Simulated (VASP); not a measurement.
# ZnO (P6_3mc) in VASP: notebook, part 2 of 2

VASP 6.6.1. Earlier steps stand in the parts before.

### Step 4. Single point, PBEsol

INCAR reads:

```
PREC = Accurate
ENCUT = 520
EDIFF = 1E-7
ISMEAR = 0
SIGMA = 0.05
LREAL = False
LASPH = True
NELM = 80
ALGO = Normal
ISIF = 2
LWAVE = False
LCHARG = True
GGA = PS
LELF = True
LVHAR = True
NBANDS = 26
```

KPOINTS reads:

```
regular mesh
0
Gamma
  9 9 6
```

POSCAR reads:

```
ZnO
1.0
    3.1491219313      0.0000000000      0.0000000000
   -1.5745609656      2.7272195921      0.0000000000
    0.0000000000      0.0000000000      5.4898642628
Zn O
2 2
Direct
    0.3333333333      0.6666666667      0.0015754469
    0.6666666667      0.3333333333      0.5015754469
    0.3333333333      0.6666666667      0.3805245531
    0.6666666667      0.3333333333      0.8805245531
```

Launch:

```
$ cat potpaw_PBE.64/Zn/POTCAR potpaw_PBE.64/O/POTCAR > POTCAR
$ mpirun -np 1 vasp_std > vasp.out
```

Run time: 90 s. Hardware: 1 thread of AMD EPYC 7R13, shared host; peak memory 0.16 GiB.

The run converged. Its results:

| Item | Value |
| --- | --- |
| Free energy | -19.2819 eV |
| Pressure | 2.1 GPa |
| Largest force | 0.542 eV/Å |
| Band gap on the k mesh | 0.54 eV |

Forces on the atoms (eV/Å):
```
Zn   0.000  0.000  0.542
Zn   0.000  0.000  0.542
O    0.000  0.000 -0.542
O    0.000  0.000 -0.542
```

Stress tensor (GPa, compression positive):
```
 7.66  0.00  0.00
 0.00  7.66  0.00
 0.00  0.00 -8.92
```

Levels at points of the mesh, in eV from the valence-band top:
```csv
k point,band 15,band 16,band 17,band 18,band 19,band 20,band 21,band 22
"(0.00, 0.00, 0.00)",-0.63,-0.33,0.00,0.00,0.54,5.30,7.36,12.43
"(0.00, 0.00, 0.50)",-0.32,-0.32,-0.32,-0.32,3.20,3.20,9.36,9.36
```

Caveat: the PAW data sets were made with another functional, which shifts forces and pressure a little.

### Step 5. Single point, PBEsol

INCAR reads:

```
SYSTEM = ZnO
PREC = Accurate ; ENCUT = 520
EDIFF = 1E-6 ; ISMEAR = 0
SIGMA = 0.05 ; LREAL = .FALSE.
LASPH = .TRUE. ; NELM = 100
ALGO = Normal ; ISIF = 2
LWAVE = .FALSE. ; LCHARG = .FALSE.
GGA = PS ; NBANDS = 26
```

KPOINTS reads:

```
Automatic mesh
0
G
  9 9 6
  0 0 0
```

POSCAR reads:

```
ZnO
1.0
    3.2027414341      0.0000000000      0.0000000000
   -1.6013707170      2.7736554437      0.0000000000
    0.0000000000      0.0000000000      5.3075831045
Zn O
2 2
Direct
    0.3333333333      0.6666666667      0.0015754469
    0.6666666667      0.3333333333      0.5015754469
    0.3333333333      0.6666666667      0.3503636909
    0.6666666667      0.3333333333      0.8503636909
```

Launch:

```
$ cat potpaw_PBE.64/Zn/POTCAR potpaw_PBE.64/O/POTCAR > POTCAR
$ mpirun -np 1 vasp_std > vasp.out
```

Wall time 76 s (1 thread of AMD EPYC 7R13, shared host); peak memory 0.16 GiB.

It converged, with:

| Quantity | Value |
| --- | --- |
| Free energy | -19.2634 eV |
| Pressure | 1.9 GPa |
| Largest force | 1.281 eV/Å |
| Band gap on the k mesh | 0.74 eV |

Forces in eV/Å, atoms in the order of the input:
```
Zn   0.000  0.000 -1.281
Zn   0.000  0.000 -1.281
O    0.000  0.000  1.281
O    0.000  0.000  1.281
```

Stress tensor (GPa, compression positive):
```
-2.29  0.00  0.00
 0.00 -2.29  0.00
 0.00  0.00 10.33
```

Levels at points of the mesh, in eV from the valence-band top:
```tsv
k point	band 16	band 17	band 18	band 19	band 20	band 21
(0.00, 0.00, 0.00)	-0.09	0.00	0.00	0.74	5.42	8.03
(0.00, 0.00, 0.50)	-0.50	-0.50	-0.50	3.37	3.37	10.11
```

Caveat: the PAW data sets were made with another functional, which shifts forces and pressure a little.

### Step 6. Single point, PBEsol

This run uses another cell than the first one, of the same volume but with other edges.

INCAR reads:

```
SYSTEM = ZnO
PREC = Accurate ; ENCUT = 520
EDIFF = 1E-6 ; ISMEAR = 0
SIGMA = 0.05 ; LREAL = .False.
LASPH = .True. ; NELM = 80
ALGO = Normal ; ISIF = 2
LWAVE = .False. ; LCHARG = .False.
GGA = PS ; NBANDS = 26
```

KPOINTS reads:

```
regular mesh
0
Gamma
  9 9 6
  0 0 0
```

POSCAR reads:

```
ZnO
1.0
    3.3219642457      0.0000000000      0.0000000000
   -1.6609821228      2.8769054272      0.0000000000
    0.0000000000      0.0000000000      4.9334491013
Zn O
2 2
Direct
    0.3333333333      0.6666666667      0.0015754469
    0.6666666667      0.3333333333      0.5015754469
    0.3333333333      0.6666666667      0.3503636909
    0.6666666667      0.3333333333      0.8503636909
```

Potentials or basis: VASP PAW PBE potentials, release 64 (Zn, O).

Launch:

```
$ cat potpaw_PBE.64/Zn/POTCAR potpaw_PBE.64/O/POTCAR > POTCAR
$ mpirun -np 1 vasp_std > vasp.out
```

It took 1.8 min on 1 thread of AMD EPYC 7R13, shared host; peak memory 0.17 GiB.

Results (log left out):

* Free energy: -18.5599 eV
* Pressure: 10.7 GPa
* Largest force: 3.903 eV/Å
* Band gap on the k mesh: 0.74 eV

Forces in eV/Å, atoms in the order of the input:
```
Zn   0.000  0.000 -3.903
Zn   0.000  0.000 -3.903
O    0.000  0.000  3.903
O    0.000  0.000  3.903
```

Stress tensor (GPa, compression positive):
```
-7.57  0.00  0.00
 0.00 -7.57  0.00
 0.00  0.00 47.19
```

Levels at points of the mesh, in eV from the valence-band top:
```
           k point  band 14  band 15  band 16  band 17  band 18  band 19  band 20  band 21  band 22  band 23
(0.00, 0.00, 0.00)    -1.51    -1.51    -0.16    -0.16     0.00     0.74     4.94     8.99    12.08    12.08
(0.00, 0.00, 0.50)    -2.15    -0.81    -0.81    -0.81    -0.81     3.35     3.35    10.94    10.94    12.37
```

Caveat: the cell stands under pressure; the PAW data sets were made with another functional, which shifts forces and pressure a little.

### Step 7. Summary

| cell | gap on the mesh (eV) | pressure (GPa) | largest force (eV/Å) |
| --- | --- | --- | --- |
| a = 3.175, b = 3.175, c = 5.399 Å, angles 90.0, 90.0, 120.0°, 4 atoms, atomic positions A | 0.63 | 3.3 | 0.67 |
| a = 3.149, b = 3.149, c = 5.490 Å, angles 90.0, 90.0, 120.0°, 4 atoms, atomic positions B | 0.60 | -0.2 | 0.56 |
| a = 3.149, b = 3.149, c = 5.490 Å, angles 90.0, 90.0, 120.0°, 4 atoms, atomic positions C | 0.54 | 2.1 | 0.54 |
| a = 3.203, b = 3.203, c = 5.308 Å, angles 90.0, 90.0, 120.0°, 4 atoms, atomic positions B | 0.74 | 1.9 | 1.28 |
| a = 3.322, b = 3.322, c = 4.933 Å, angles 90.0, 90.0, 120.0°, 4 atoms, atomic positions B | 0.74 | 10.7 | 3.90 |

Alike in all rows: task single point; level PBEsol; potentials or basis VASP PAW PBE potentials, release 64 (Zn, O); no spin polarisation; k mesh 9 × 9 × 6; cutoff (eV) 520; smearing gaussian 0.05 eV.

Caveats: the PAW data sets were made with another functional, which shifts forces and pressure a little; the cell stands under pressure (at least some runs).

Total energies depend on the potentials used, so only differences within one code and one set of settings carry meaning.
